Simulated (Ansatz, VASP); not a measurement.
**Ru in VASP and in Ansatz**

Contents of INCAR:

```
SYSTEM = Ru
ALGO = Normal
EDIFF = 1E-6
ENCUT = 560
GGA_COMPAT = .False.
ISIF = 2
ISMEAR = -1
LASPH = .True.
LCHARG = .True.
LELF = .True.
LREAL = .False.
LVHAR = .True.
LWAVE = .False.
NBANDS = 23
NELM = 120
PREC = Accurate
SIGMA = 0.1
```

KPOINTS

```
k-points
0
Gamma
  8 8 5
  0 0 0
```

POSCAR

```
Ru
1.0
    2.6775346364      0.0000000000      0.0000000000
   -1.3387673182      2.3188130146      0.0000000000
    0.0000000000      0.0000000000      4.2181251212
Ru
2
Direct
    0.3333333333      0.6666666667      0.2500000000
    0.6666666667      0.3333333333      0.7500000000
```

Input for Ansatz:

```yaml
crystal:
  lattice:
    - [2.6775346364, 0.0, 0.0]
    - [-1.3387673182, 2.3188130146, 0.0]
    - [0.0, 0.0, 4.2181251212]
  atoms:
    - { symbol: Ru, position: [0.3333333333, 0.6666666667, 0.25] }
    - { symbol: Ru, position: [0.6666666667, 0.3333333333, 0.75] }
hamiltonian:
  xc: lda
  pseudopotentials:
    kind: paw
    azcp:
      Ru: "pseudopotentials/Ru.paw.azcp"
basis:
  ecutwfc: 420
  fft_grid_basis: typed
kpoints:
  mp_grid: { grid: [8, 8, 5], shift: [0, 0, 0] }
magnetization:
  spin_polarized: false
scf:
  occupations: { method: fermi_dirac, width: 0.1 }
  lower_state_search: "off"
output:
  stress: true
```

Alike in both runs: task single point; functional LDA; k mesh 8 × 8 × 5; occupations fermi-dirac, width 0.1 eV; no spin polarisation.

|  | VASP | Ansatz |
| --- | --- | --- |
| version | VASP 6.6.1 | Ansatz 0.2.0 |
| potentials or method | VASP PAW LDA potentials, release 64 (Ru_sv), cutoff 560 eV | plane waves (420 eV) with PAW, scalar-relativistic |
| valence electrons in the cell | 32 | 32 |

|  | VASP | Ansatz | Ansatz less VASP |
| --- | --- | --- | --- |
| pressure (GPa) | 0.0 | -0.5 | -0.54 |
| traceless stress, the component that is largest in VASP (GPa) | 1.36 | 1.34 | -0.017 |

Ansatz warns that its potentials were made for another functional, while VASP's fit it. LDA's correlation is that of Perdew and Zunger in VASP and of Perdew and Wang (1992) in Ansatz.
